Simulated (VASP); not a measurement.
# HfZrS4 (P2/m) in VASP: single point with PBE

Aim: the single point of HfZrS4 with PBE.

Program: VASP 6.6.1. These are calculated values, not measurements. Logs are shortened: lines on timing, memory, paths and dates and some standing lists are left out, and cuts for length are marked.

## Step 1: The cell of the first run

It takes space group P2/m (No. 10, monoclinic). Conventional cell: a = 6.352 Å, b = 3.669 Å, c = 6.787 Å, α = 90.00°, β = 90.02°, γ = 90.00°. Zr (site symmetry 2/m) has 6 S at 2.57 to 2.58 Å within 3.4 Å. Within 3.4 Å of Hf (site symmetry 2/m) lie 6 S at 2.55 to 2.56 Å. S (site symmetry m) has 2 Hf at 2.56 Å and 1 Zr at 2.58 Å within 3.4 Å. S (site symmetry m) has 1 Hf at 2.55 Å and 2 Zr at 2.57 Å within 3.4 Å.

## Step 2: Single point, PBE

Input file POSCAR:

```
HfZrS4
1.0
    6.3522432674      0.0000000000      0.0013853893
    0.0000000000      3.6686850397      0.0000000000
    0.0010243246      0.0000000000      6.7870888084
Zr Hf S
1 1 4
Direct
    0.5000000000      0.5000000000      0.0000000000
    0.0000000000      0.0000000000      0.0000000000
    0.8355081919      0.5000000000      0.2130544352
    0.3309752015      0.0000000000      0.2135046426
    0.6690247985      0.0000000000      0.7864953574
    0.1644918081      0.5000000000      0.7869455648
```

Input file INCAR.step1:

```
  ALGO = Normal
  EDIFF = 1E-6
  ENCUT = 520
  GGA = PE
  ISIF = 2
  ISMEAR = 0
  LASPH = T
  LCHARG = T
  LMAXMIX = 4
  LREAL = F
  LWAVE = F
  NBANDS = 32
  NELM = 60
  PREC = Accurate
  SIGMA = 0.02
```

Input file KPOINTS.step1:

```
k-points
0
Gamma
  4 8 4
```

Input file INCAR.step2:

```
  ALGO = Normal
  EDIFF = 1E-6
  ENCUT = 520
  GGA = PE
  ICHARG = 11
  ISIF = 2
  ISMEAR = -5
  LASPH = T
  LCHARG = F
  LMAXMIX = 4
  LORBIT = 11
  LREAL = F
  LWAVE = F
  NBANDS = 32
  NEDOS = 1001
  NELM = 60
  PREC = Accurate
  SIGMA = 0.02
```

Input file KPOINTS.step2:

```
k-points
0
Gamma
  6 12 6
```

Potentials or basis: VASP PAW PBE potentials, release 64 (Zr_sv, Hf_pv, S).

Command:

```bash
> cat potpaw_PBE.64/Zr_sv/POTCAR potpaw_PBE.64/Hf_pv/POTCAR potpaw_PBE.64/S/POTCAR > POTCAR
> cp INCAR.step1 INCAR
> cp KPOINTS.step1 KPOINTS
> mpirun -np 1 vasp_std > vasp.out
> cp INCAR.step2 INCAR
> cp KPOINTS.step2 KPOINTS
> mpirun -np 1 vasp_std > vasp.out
```

OUTCAR:

```text
EDIFF = 1E-6
   ENCUT = 520
   GGA = PE
   ICHARG = 11
   ISIF = 2
   ISMEAR = -5
   LASPH = T
   LORBIT = 11
   LREAL = F
   NELM = 60
   PREC = Accurate

 ion  position               nearest neighbor table
   1  0.500  0.500  0.000-   4 2.57   5 2.57   4 2.57   5 2.57   3 2.58   6 2.58   2 3.67   2 3.67
                             2 3.67   2 3.67
   2  0.000  0.000  0.000-   4 2.55   5 2.55   3 2.56   6 2.56   3 2.56   6 2.56   1 3.67   1 3.67
                             1 3.67   1 3.67
   3  0.836  0.500  0.213-   2 2.56   2 2.56   1 2.58
   4  0.331  0.000  0.214-   2 2.55   1 2.57   1 2.57
   5  0.669  0.000  0.786-   2 2.55   1 2.57   1 2.57
   6  0.164  0.500  0.787-   2 2.56   2 2.56   1 2.58

  LATTYP: Found a simple monoclinic cell.
 ALAT       =     6.3522434185
 B/A-ratio  =     0.5775416334
 C/A-ratio  =     1.0684554162
 COS(beta)  =    -0.0003690170

  Lattice vectors:

 A1 = (   6.3522432674,   0.0000000000,   0.0013853893)
 A2 = (   0.0000000000,  -3.6686850397,   0.0000000000)
 A3 = (  -0.0010243246,   0.0000000000,  -6.7870888084)

Analysis of symmetry for initial positions (statically):
=====================================================================
 Subroutine PRICEL returns:
 Original cell was already a primitive cell.

 Routine SETGRP: Setting up the symmetry group for a
 simple monoclinic supercell.

 Subroutine GETGRP returns: Found  4 space group operations
 (whereof  4 operations were pure point group operations)
 out of a pool of  4 trial point group operations.

The static configuration has the point symmetry C_2h.

Analysis of symmetry for dynamics (positions and initial velocities):
=====================================================================
 Subroutine PRICEL returns:
 Original cell was already a primitive cell.

 Routine SETGRP: Setting up the symmetry group for a
 simple monoclinic supercell.

 Subroutine GETGRP returns: Found  4 space group operations
 (whereof  4 operations were pure point group operations)
 out of a pool of  4 trial point group operations.

The dynamic configuration has the point symmetry C_2h.

 Subroutine INISYM returns: Found  4 space group operations
 (whereof  4 operations are pure point group operations),
 and found     1 'primitive' translations

----------------------------------------------------------------------------------------

                                     Primitive cell

  volume of cell :     158.1689

  direct lattice vectors                    reciprocal lattice vectors
     6.352243267  0.000000000  0.001385389     0.157424707  0.000000000 -0.000023759
     0.000000000  3.668685040  0.000000000     0.000000000  0.272577228  0.000000000
     0.001024325  0.000000000  6.787088808    -0.000032134  0.000000000  0.147338581

  length of vectors
     6.352243418  3.668685040  6.787088886     0.157424708  0.272577228  0.147338584

  position of ions in fractional coordinates (direct lattice)
     0.500000000  0.500000000  1.000000000
     0.000000000  0.000000000  0.000000000
     0.835508192  0.500000000  0.213054435
     0.330975202  0.000000000  0.213504643
     0.669024798  0.000000000  0.786495357
     0.164491808  0.500000000  0.786945565

  ion indices of the primitive-cell ions
   primitive index   ion index
                 1           1
                 2           2
                 3           3
                 4           4
                 5           5
                 6           6

----------------------------------------------------------------------------------------

 KPOINTS: k-points

Automatic generation of k-mesh.
 Grid dimensions read from file:
 generate k-points for:    6   12    6

 Generating k-lattice:

  Cartesian coordinates                     Fractional coordinates (reciprocal lattice)
     0.026237451  0.000000000 -0.000003960     0.166666667  0.000000000  0.000000000
     0.000000000  0.022714769  0.000000000     0.000000000  0.083333333  0.000000000
    -0.000005356  0.000000000  0.024556430    -0.000000000  0.000000000  0.166666667

  Length of vectors
     0.026237451  0.022714769  0.024556431

  Shift w.r.t. Gamma in fractional coordinates (k-lattice)
     0.000000000  0.000000000  0.000000000

 TETIRR: Found   1296 inequivalent tetrahedra from     2592

 Subroutine IBZKPT returns following result:
 ===========================================

 Found    140 irreducible k-points:

 Following reciprocal coordinates:
            Coordinates               Weight
  0.000000  0.000000  0.000000      1.000000
  0.166667  0.000000  0.000000      2.000000
  0.333333  0.000000 -0.000000      2.000000
  0.500000  0.000000  0.000000      1.000000
  0.000000  0.083333  0.000000      2.000000
  0.166667  0.083333  0.000000      4.000000
[... 16 lines left out ...]
  0.333333  0.416667 -0.000000      4.000000
  0.500000  0.416667  0.000000      2.000000
 [... further k-points ...]
   k-points           NKPTS =    140   k-points in BZ     NKDIM =    140   number of bands    NBANDS=     32
   number of dos      NEDOS =   1001   number of ions     NIONS =      6
   total plane-waves  NPLWV =  67200
   dimension x,y,z NGX =    48 NGY =   28 NGZ =   50
   dimension x,y,z NGXF=    96 NGYF=   56 NGZF=  100
   ions per type =               1   1   4
   NGX,Y,Z   is equivalent  to a cutoff of  12.56, 12.69, 12.25 a.u.
   NGXF,Y,Z  is equivalent  to a cutoff of  25.12, 25.38, 24.49 a.u.
 SYSTEM =  unknown system
   PREC   = accura    normal or accurate (medium, high low for compatibility)
   ISTART =      0    job   : 0-new  1-cont  2-samecut
   ICHARG =     11    charge: 1-file 2-atom 10-const
   ISPIN  =      1    spin polarized calculation?
   LNONCOLLINEAR =      F non collinear calculations
   LSORBIT =      F    spin-orbit coupling
   LASPH  =      T    aspherical Exc in radial PAW
   ENCUT  =  520.0 eV  38.22 Ry    6.18 a.u.  11.81  6.82 12.62*2*pi/ulx,y,z
   NELM   =     60;   NELMIN=  2; NELMDL=  0     # of ELM steps
   EDIFF  = 0.1E-05   stopping-criterion for ELM
   LREAL  =      F    real-space projection
   EDIFFG = 0.1E-04   stopping-criterion for IOM
   NSW    =      0    number of steps for IOM
   IBRION =     -1    ionic relax: 0-MD 1-quasi-New 2-CG
   NFREE  =      0    steps in history (QN), initial steepest desc. (CG)
   ISIF   =      2    stress and relaxation
   ISYM   =      2    0-nonsym 1-usesym 2-fastsym
   POTIM  = 0.5000    time-step for ionic-motion
   TEBEG  =    0.0;   TEEND  =   0.0 temperature during run
   PSTRESS=    0.0 pullay stress
   NELECT =      46.0000    total number of electrons
   NUPDOWN=      -1.0000    fix difference up-down
   EMIN   =  10.00;   EMAX   =-10.00  energy-range for DOS
   EFERMI =   0.00;   METHOD = LEGACY
   ISMEAR =    -5;   SIGMA  =   0.02  broadening in eV -4-tet -1-fermi 0-gaus
   EFERMI_NEDOS =   21; number of points for ismear=-14 and -15
   IALGO  =     38    algorithm
   IMIX   =      4    mixing-type and parameters
     AMIX     =   0.40;   BMIX     =  1.00
     AMIX_MAG =   1.60;   BMIX_MAG =  1.00
  volume/ion in A,a.u.               =      26.36       177.90
  Fermi-wavevector in a.u.,A,eV,Ry     =   1.084644  2.049679 16.006600  1.176452
  Thomas-Fermi vector in A             =   2.220739
   LORBIT       =     11    0 simple, 1 ext, 2 COOP (PROOUT), +10 PAW based schemes
   GGA     = PE    functional components
   LHFCALC =     F    Hartree Fock is set to
   AEXX    =    0.0000 exact exchange contribution
   IVDW    =     0    specifies the selected vdW correction
   LEPSILON=     F    determine dielectric tensor
   LRPA    =     F    only Hartree local field effects (RPA)
 non-spin polarized calculation
 Fermi weights with tetrahedron method with Bloechl corrections
  energy-cutoff  :      520.00
  volume of cell :      158.17
 maximum number of plane-waves:      4294

 number of electron      46.0000005 magnetization

 Free energy of the ion-electron system (eV)
  ---------------------------------------------------
  ext. energy  EPLUGINS =         0.00000000
  ---------------------------------------------------
  free energy    TOTEN  =       -44.37063248 eV

  energy without entropy =      -44.37063248  energy(sigma->0) =      -44.37063248

 E-fermi :   2.3554     XC(G=0):  -8.6507

 val. band max:        2.3428686638   @ k =   0.0000   0.0000   0.0000
 cond. band min:       3.4863610953   @ k =   0.5000   0.5000   0.5000
 fundamental gap:      1.1434924315
 Fermi energy:         2.3553987246

 k-point     1 :       0.0000    0.0000    0.0000
  band No.  band energies     occupation
      1     -46.5848      2.00000
      2     -28.2956      2.00000
      3     -28.2833      2.00000
      4     -28.2189      2.00000
      5     -24.6234      2.00000
      6     -24.6165      2.00000
[... 24 lines left out ...]
     31       7.6957      0.00000
     32       7.7439      0.00000

 k-point     2 :       0.1667    0.0000    0.0000
  band No.  band energies     occupation
      1     -46.5848      2.00000
      2     -28.2953      2.00000
      3     -28.2830      2.00000
      4     -28.2189      2.00000
      5     -24.6242      2.00000
      6     -24.6170      2.00000
[... 24 lines left out ...]
     31       7.6256      0.00000
     32       8.0475      0.00000

 k-point     3 :       0.3333    0.0000   -0.0000
  band No.  band energies     occupation
      1     -46.5848      2.00000
      2     -28.2948      2.00000
      3     -28.2825      2.00000
      4     -28.2188      2.00000
      5     -24.6261      2.00000
      6     -24.6177      2.00000
[... 24 lines left out ...]
     31       7.5117      0.00000
     32       8.0268      0.00000

 k-point     4 :       0.5000    0.0000    0.0000
  band No.  band energies     occupation
      1     -46.5848      2.00000
      2     -28.2946      2.00000
      3     -28.2822      2.00000
      4     -28.2188      2.00000
      5     -24.6271      2.00000
      6     -24.6180      2.00000
[... 24 lines left out ...]
     31       7.4608      0.00000
     32       7.6698      0.00000

 k-point     5 :       0.0000    0.0833    0.0000
  band No.  band energies     occupation
      1     -46.5842      2.00000
      2     -28.2941      2.00000
      3     -28.2826      2.00000
      4     -28.2269      2.00000
      5     -24.6212      2.00000
      6     -24.6156      2.00000
[... 584 lines left out ...]
     31       7.6540      0.00000
     32       8.0412      0.00000

 k-point    22 :       0.1667    0.4167    0.0000
  band No.  band energies     occupation
      1     -46.5761      2.00000
      2     -28.3292      2.00000
      3     -28.2752      2.00000
      4     -28.2737      2.00000
      5     -24.6903      2.00000
      6     -24.6060      2.00000
[... 24 lines left out ...]
     31       7.7320      0.00000
     32       8.1705      0.00000

 k-point    23 :       0.3333    0.4167   -0.0000
  band No.  band energies     occupation
      1     -46.5761      2.00000
      2     -28.3296      2.00000
      3     -28.2754      2.00000
      4     -28.2739      2.00000
      5     -24.6893      2.00000
      6     -24.6053      2.00000
[... 24 lines left out ...]
     31       8.0195      0.00000
     32       8.3322      0.00000

 k-point    24 :       0.5000    0.4167    0.0000
  band No.  band energies     occupation
      1     -46.5761      2.00000
      2     -28.3298      2.00000
      3     -28.2755      2.00000
      4     -28.2739      2.00000
      5     -24.6888      2.00000
      6     -24.6050      2.00000
[... 24 lines left out ...]
     31       7.9654      0.00000
     32       8.6462      0.00000

 [... further k-points ...]
[... 5 lines left out ...]
  --------------------------------------------------------------------------------------
  -------------------------------------------------------------------------------------
  Total       -0.2529031     -0.3000704     -0.1928533      0.0000000      0.0000000      0.0107258
  in kB       -2.5617909     -3.0395732     -1.9535140      0.0000000      0.0000000      0.1086474
  external PRESSURE =      -2.5182927 kB  Pullay stress =       0.0000000 kB

 VOLUME and BASIS-vectors are now :
 -----------------------------------------------------------------------------
  energy-cutoff  :      520.00
  volume of cell :      158.17
      direct lattice vectors                 reciprocal lattice vectors
     6.352243267  0.000000000  0.001385389     0.157424707  0.000000000 -0.000023759
     0.000000000  3.668685040  0.000000000     0.000000000  0.272577228  0.000000000
     0.001024325  0.000000000  6.787088808    -0.000032134  0.000000000  0.147338581

 POSITION                                       TOTAL-FORCE (eV/Angst)
 -----------------------------------------------------------------------------------
      3.17612      1.83434      0.00069         0.000000      0.000000      0.000000
      0.00000      0.00000      0.00000         0.000000      0.000000      0.000000
      5.30757      1.83434      1.44718         0.034224      0.000000     -0.040310
      2.10265      0.00000      1.44953        -0.032178      0.000000     -0.016920
      4.25061      0.00000      5.33894         0.032178      0.000000      0.016920
      1.04570      1.83434      5.34130        -0.034224     -0.000000      0.040310
 -----------------------------------------------------------------------------------
    total drift:                                0.000000     -0.000000      0.000000

  FREE ENERGIE OF THE ION-ELECTRON SYSTEM (eV)
  ---------------------------------------------------
  free  energy   TOTEN  =       -44.3706324832 eV

  energy  without entropy=      -44.3706324832  energy(sigma->0) =      -44.37063248

 total charge

# of ion       s       p       d       tot
------------------------------------------
    1        2.172   6.022   1.420   9.614
    2        0.307   6.508   1.412   8.227
    3        1.341   2.420   0.000   3.762
    4        1.343   2.417   0.000   3.759
    5        1.343   2.417   0.000   3.759
    6        1.341   2.420   0.000   3.762
--------------------------------------------------
tot          7.847  22.204   2.832  32.883
```

It took 14 min on 1 thread of Oxide Virtual Turin-like, shared host; peak memory 0.69 GiB.

Results:

* Valence electrons inside the program's atomic spheres: Zr 9.61; Hf 8.23; S 3.76

Levels at points of the mesh, in eV from the valence-band top:
| k point | band 21 | band 22 | band 23 | band 24 | band 25 | band 26 |
| --- | --- | --- | --- | --- | --- | --- |
| (0.00, 0.00, 0.00) | -0.43 | 0.00 | 0.00 | 1.26 | 1.85 | 1.91 |
| (0.50, 0.00, 0.00) | -0.84 | -0.38 | -0.35 | 1.50 | 1.78 | 2.81 |
| (0.00, 0.50, 0.00) | -1.93 | -1.17 | -1.05 | 2.22 | 2.66 | 2.85 |
| (0.50, 0.50, 0.00) | -1.35 | -1.04 | -0.98 | 1.23 | 1.32 | 3.46 |
| (0.00, 0.00, 0.50) | -0.97 | -0.02 | -0.02 | 1.16 | 1.85 | 1.90 |
| (0.50, 0.00, 0.50) | -0.84 | -0.59 | -0.55 | 1.45 | 1.73 | 2.82 |
| (0.00, 0.50, 0.50) | -1.88 | -1.17 | -1.06 | 2.24 | 2.63 | 2.68 |
| (0.50, 0.50, 0.50) | -1.04 | -0.97 | -0.92 | 1.14 | 1.21 | 3.46 |

Caveat: spin-orbit coupling is left out, which moves the levels of the heavy elements; this functional lacks dispersion, which binds layers or chains, so the pressure and a relaxed spacing across them are unreliable.
